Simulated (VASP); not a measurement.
# CdSe (F-43m) in VASP: further runs

The runs below take CdSe through phonons, with r2SCAN.

All numbers are computed with VASP 6.6.1; they aren't measurements. Logs are shortened: lines on timing, memory, paths and dates and some standing lists are left out, and cuts for length are marked.

### 1 The cell of the first run

It takes space group F-43m (No. 216, cubic). The conventional cell has a = 6.000 Å, b = 6.000 Å, c = 6.000 Å, α = 90.00°, β = 90.00°, γ = 90.00°. Cd (site symmetry -43m) has 4 Se at 2.60 Å within 3.4 Å. Within 3.4 Å of Se (site symmetry -43m) lie 4 Cd at 2.60 Å.

### 2 Phonons, r2SCAN

Contents of INCAR:

```
PREC = Accurate
ENCUT = 520
EDIFF = 1E-8
ISMEAR = 0
SIGMA = 0.01
LREAL = False
LASPH = True
NELM = 60
ALGO = Normal
ISIF = 2
LWAVE = False
LCHARG = False
METAGGA = R2SCAN
LMIXTAU = True
IBRION = 6
NFREE = 2
POTIM = 0.015
NSW = 1
```

Contents of KPOINTS:

```
regular mesh
0
Gamma
  6 6 6
```

Contents of POSCAR:

```
CdSe
1.0
    3.0000808881      3.0000808881      0.0000000000
   -3.0000808881      3.0000808881      0.0000000000
    0.0000000000      3.0000808881      3.0000808881
Cd Se
1 1
Direct
    0.0000000000      0.0000000000      0.0000000000
    0.7500000000      0.2500000000      0.5000000000
```

Potentials or basis: VASP PAW PBE potentials, release 64 (Cd, Se).

Run with:

```sh
cat potpaw_PBE.64/Cd/POTCAR potpaw_PBE.64/Se/POTCAR > POTCAR
mpirun -np 1 vasp_std > vasp.out
```

OUTCAR:

```text
PREC = Accurate
   ENCUT = 520
   EDIFF = 1E-8
   ISMEAR = 0
   LREAL = False
   LASPH = True
   NELM = 60
   ISIF = 2
   METAGGA = R2SCAN
   IBRION = 6
   NFREE = 2
   POTIM = 0.015
   NSW = 1

 ion  position               nearest neighbor table
   1  0.000  0.000  0.000-   2 2.60   2 2.60   2 2.60   2 2.60
   2  0.750  0.250  0.500-   1 2.60   1 2.60   1 2.60   1 2.60

  LATTYP: Found a face centered cubic cell.
 ALAT       =     6.0001617762

  Lattice vectors:

 A1 = (   0.0000000000,   3.0000808881,   3.0000808881)
 A2 = (   3.0000808881,   0.0000000000,   3.0000808881)
 A3 = (   3.0000808881,   3.0000808881,   0.0000000000)

Analysis of symmetry for initial positions (statically):
=====================================================================
 Subroutine PRICEL returns:
 Original cell was already a primitive cell.

 Routine SETGRP: Setting up the symmetry group for a
 face centered cubic supercell.

 Subroutine GETGRP returns: Found 24 space group operations
 (whereof 24 operations were pure point group operations)
 out of a pool of 48 trial point group operations.

The static configuration has the point symmetry T_d .

Analysis of symmetry for dynamics (positions and initial velocities):
=====================================================================
 Subroutine PRICEL returns:
 Original cell was already a primitive cell.

 Routine SETGRP: Setting up the symmetry group for a
 face centered cubic supercell.

 Subroutine GETGRP returns: Found 24 space group operations
 (whereof 24 operations were pure point group operations)
 out of a pool of 48 trial point group operations.

The dynamic configuration has the point symmetry T_d .

 Subroutine INISYM returns: Found 24 space group operations
 (whereof 24 operations are pure point group operations),
 and found     1 'primitive' translations

----------------------------------------------------------------------------------------

                                     Primitive cell

  volume of cell :      54.0044

  direct lattice vectors                    reciprocal lattice vectors
     3.000080888  3.000080888  0.000000000     0.166662173  0.166662173 -0.166662173
    -3.000080888  3.000080888  0.000000000    -0.166662173  0.166662173 -0.166662173
     0.000000000  3.000080888  3.000080888     0.000000000  0.000000000  0.333324346

  length of vectors
     4.242755080  4.242755080  4.242755080     0.288667351  0.288667351  0.333324346

  position of ions in fractional coordinates (direct lattice)
     0.000000000  0.000000000  0.000000000
     0.750000000  0.250000000  0.500000000

  ion indices of the primitive-cell ions
   primitive index   ion index
                 1           1
                 2           2

----------------------------------------------------------------------------------------

 KPOINTS: regular mesh

Automatic generation of k-mesh.
 Grid dimensions read from file:
 generate k-points for:    6    6    6

 Generating k-lattice:

  Cartesian coordinates                     Fractional coordinates (reciprocal lattice)
     0.027777029  0.027777029 -0.027777029     0.166666667  0.000000000  0.000000000
    -0.027777029  0.027777029 -0.027777029     0.000000000  0.166666667  0.000000000
     0.000000000  0.000000000  0.055554058     0.000000000  0.000000000  0.166666667

  Length of vectors
     0.048111225  0.048111225  0.055554058

  Shift w.r.t. Gamma in fractional coordinates (k-lattice)
     0.000000000  0.000000000  0.000000000

 Subroutine IBZKPT returns following result:
 ===========================================

 Found     16 irreducible k-points:
[... 49 lines left out ...]
   NUPDOWN=      -1.0000    fix difference up-down
   EMIN   =  10.00;   EMAX   =-10.00  energy-range for DOS
   EFERMI =   0.00;   METHOD = LEGACY
   ISMEAR =     0;   SIGMA  =   0.01  broadening in eV -4-tet -1-fermi 0-gaus
   EFERMI_NEDOS =   21; number of points for ismear=-14 and -15
   IALGO  =     38    algorithm
   IMIX   =      4    mixing-type and parameters
     AMIX     =   0.40;   BMIX     =  1.00
     AMIX_MAG =   1.60;   BMIX_MAG =  1.00
  volume/ion in A,a.u.               =      27.00       182.22
  Fermi-wavevector in a.u.,A,eV,Ry     =   1.135070  2.144972 17.529532  1.288384
  Thomas-Fermi vector in A             =   2.271775
   LORBIT       =      0    0 simple, 1 ext, 2 COOP (PROOUT), +10 PAW based schemes
   METAGGA = R2SCAN    functional components
   LHFCALC =     F    Hartree Fock is set to
   AEXX    =    0.0000 exact exchange contribution
   IVDW    =     0    specifies the selected vdW correction
   LEPSILON=     F    determine dielectric tensor
   LRPA    =     F    only Hartree local field effects (RPA)
 finite differences with symmetry
 non-spin polarized calculation
 Gauss-broadening in eV      SIGMA  =   0.01
  energy-cutoff  :      520.00
  volume of cell :       54.00
 maximum number of plane-waves:      1464
   NGX = 15   NGY = 15   NGZ = 15

--------------------------------------- Ionic step        1  -------------------------------------------

 number of electron      17.9999992 magnetization

 Free energy of the ion-electron system (eV)
  ---------------------------------------------------
  ext. energy  EPLUGINS =         0.00000000
  ---------------------------------------------------
  free energy    TOTEN  =       -35.86318349 eV

  energy without entropy =      -35.86318349  energy(sigma->0) =      -35.86318349

------------------------ aborting loop because EDIFF is reached ----------------------------------------

  FORCE on cell =-STRESS in cart. coord.  units (eV):
  Direction    XX          YY          ZZ          XY          YZ          ZX
  --------------------------------------------------------------------------------------
  -------------------------------------------------------------------------------------
  Total        1.4488314      1.4488314      1.4488314     -0.0000000      0.0000000      0.0000000
  in kB       42.9832796     42.9832796     42.9832796     -0.0000000      0.0000000      0.0000000
  external PRESSURE =      42.9832796 kB  Pullay stress =       0.0000000 kB
[... 131 lines left out ...]
--------------------------------------- Ionic step        5  -------------------------------------------

 number of electron      17.9999992 magnetization

 Free energy of the ion-electron system (eV)
  ---------------------------------------------------
  ext. energy  EPLUGINS =         0.00000000
  ---------------------------------------------------
  free energy    TOTEN  =       -35.86252734 eV

  energy without entropy =      -35.86252734  energy(sigma->0) =      -35.86252734

 E-fermi :   1.0583     XC(G=0):  -9.6253

 val. band max:        0.9892009893   @ k =   0.0000   0.0000   0.0000
 cond. band min:       2.1597123068   @ k =   0.0000   0.0000   0.0000
 fundamental gap:      1.1705113175
 Fermi energy:         1.0582867403

 k-point     1 :       0.0000    0.0000    0.0000
  band No.  band energies     occupation
      1     -12.2867      2.00000
      2      -7.3440      2.00000
      3      -7.3340      2.00000
      4      -7.3241      2.00000
      5      -6.8816      2.00000
      6      -6.8815      2.00000
      7       0.9757      2.00000
      8       0.9830      2.00000
      9       0.9892      2.00000
     10       2.1597      0.00000
     11       7.4450      0.00000
     12       7.4517      0.00000
     13       7.4595      0.00000
[... 354 lines left out ...]
  band No.  band energies     occupation
      1     -11.8704      2.00000
      2      -7.1970      2.00000
      3      -7.1906      2.00000
      4      -6.8874      2.00000
      5      -6.8824      2.00000
      6      -6.6355      2.00000
      7      -3.1153      2.00000
      8      -0.8411      2.00000
      9       0.1360      2.00000
     10       4.9705      0.00000
     11       7.2313      0.00000
     12       8.4225      0.00000
     13       8.4567      0.00000

 [... further k-points ...]

------------------------ aborting loop because EDIFF is reached ----------------------------------------

  FORCE on cell =-STRESS in cart. coord.  units (eV):
  Direction    XX          YY          ZZ          XY          YZ          ZX
  --------------------------------------------------------------------------------------
  -------------------------------------------------------------------------------------
  Total        1.4488453      1.4514517      1.4514517      0.0000000     -0.1299456      0.0000000
  in kB       42.9836910     43.0610177     43.0610177      0.0000000     -3.8551681      0.0000000
  external PRESSURE =      43.0352421 kB  Pullay stress =       0.0000000 kB
[... 17 lines left out ...]
  FREE ENERGIE OF THE ION-ELECTRON SYSTEM (eV)
  ---------------------------------------------------
  free  energy   TOTEN  =       -35.8625273434 eV

  energy  without entropy=      -35.8625273434  energy(sigma->0) =      -35.86252734

 INTERNAL STRAIN TENSORS FROM DISPLACED ATOMS
 ============================================

 INTERNAL STRAIN TENSOR FOR ION    1 for displacements in x,y,z  (eV/Angst):
          X           Y           Z          XY          YZ          ZX
  --------------------------------------------------------------------------------
  x    -0.00000     0.00000     0.00000     0.00000    -8.65639     0.00000
  y    -0.00000    -0.00000    -0.00000     0.00000     0.00000    -8.65639
  z     0.00000     0.00000    -0.00000    -8.65639     0.00000     0.00000

 INTERNAL STRAIN TENSOR FOR ION    2 for displacements in x,y,z  (eV/Angst):
          X           Y           Z          XY          YZ          ZX
  --------------------------------------------------------------------------------
  x    -0.00000    -0.00000    -0.00000     0.00000     8.66302     0.00000
  y    -0.00000    -0.00000    -0.00000     0.00000     0.00000     8.66302
  z    -0.00000    -0.00000    -0.00000     8.66302     0.00000     0.00000

 Eigenvectors and eigenvalues of the dynamical matrix
 ----------------------------------------------------

   1 f  =    5.546143 THz    34.847443 2PiTHz  184.999408 cm-1    22.936993 meV
             X         Y         Z           dx          dy          dz
      0.000000  0.000000  0.000000     0.301988   -0.167719   -0.540017
      1.500040  4.500121  1.500040    -0.361556    0.200802    0.646537
[... 21 lines left out ...]
   6 f/i=    0.009332 THz     0.058634 2PiTHz    0.311280 cm-1     0.038594 meV
             X         Y         Z           dx          dy          dz
      0.000000  0.000000  0.000000     0.020154   -0.012488    0.767133
      1.500040  4.500121  1.500040     0.016833   -0.010431    0.640744

 ELASTIC MODULI CONTR FROM IONIC RELAXATION (kBar)
 Direction    XX          YY          ZZ          XY          YZ          ZX
 --------------------------------------------------------------------------------
 XX          -0.0000     -0.0000      0.0000      0.0000     -0.0000      0.0000
 YY          -0.0000     -0.0000     -0.0000      0.0000      0.0000     -0.0000
 ZZ           0.0000     -0.0000     -0.0000     -0.0000      0.0000      0.0000
 XY           0.0000      0.0000     -0.0000   -381.3522     -0.0000     -0.0000
 YZ          -0.0000      0.0000      0.0000     -0.0000   -381.3522      0.0000
 ZX           0.0000     -0.0000      0.0000     -0.0000      0.0000   -381.3522
 --------------------------------------------------------------------------------
```

It took 2.5 min on 1 thread of Intel Xeon 6975P-C (Granite Rapids), shared host; peak memory 0.23 GiB.

Results:

* Highest phonon frequency at Γ, LO-TO splitting left out: 185 cm⁻¹

Phonon frequencies in cm⁻¹ (negative: imaginary):
```csv
q point,frequencies
"(0.000, 0.000, 0.000)",0 0 0 185 185 185
```

Caveat: the cell stands under pressure or tension, which shifts response properties; the PAW data sets were made with another functional, which shifts forces and pressure a little.

(Part 1 of 3 ends here.)
